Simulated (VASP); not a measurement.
Here is a VASP 6.6.1 calculation.

The input INCAR:

```
ALGO = Normal
EDIFF = 1E-6
ENCUT = 520
GGA = PE
ISIF = 2
ISMEAR = 0
LASPH = T
LCHARG = T
LELF = T
LREAL = F
LVHAR = T
LWAVE = F
NBANDS = 26
NELM = 60
PREC = Accurate
SIGMA = 0.05
```

The input KPOINTS:

```
k-points
0
Gamma
  10 10 3
```

POSCAR

```
SiC
1.0
   -3.0941201809      0.0000000000      0.0000000000
   -1.5470600905     -2.6795866790      0.0000000000
    0.0000000000      0.0000000000     14.6293391998
Si C
4 4
Direct
    0.6666666667      0.6666666667      0.0651160975
    0.3333333333      0.3333333333      0.4113155758
    1.0000000000      1.0000000000      0.5844536524
    1.0000000000      1.0000000000      0.2382541740
    0.6666666667      0.6666666667      0.6273186104
    0.3333333333      0.3333333333      0.2811191320
    0.0000000000      0.0000000000      0.4546622584
    0.0000000000      0.0000000000      0.1084627800
```

Potentials or basis: VASP PAW PBE potentials, release 64 (Si, C).

Launch:

```console
$ cat potpaw_PBE.64/Si/POTCAR potpaw_PBE.64/C/POTCAR > POTCAR
$ mpirun -np 1 vasp_std > vasp.out
```

(1) Estimate the largest force.

(2) Estimate the band gap on the k mesh.

(3) What does it give for the pressure?

## Answers

(1) 2.879 eV/Å.

(2) zero (band 16 reaches 4.52 eV, above the bottom of band 17 at 4.38 eV).

(3) -0.3 GPa.

Caveat: forces of over 1 eV/Å act on the atoms, so gaps and moduli don't describe the material at rest.
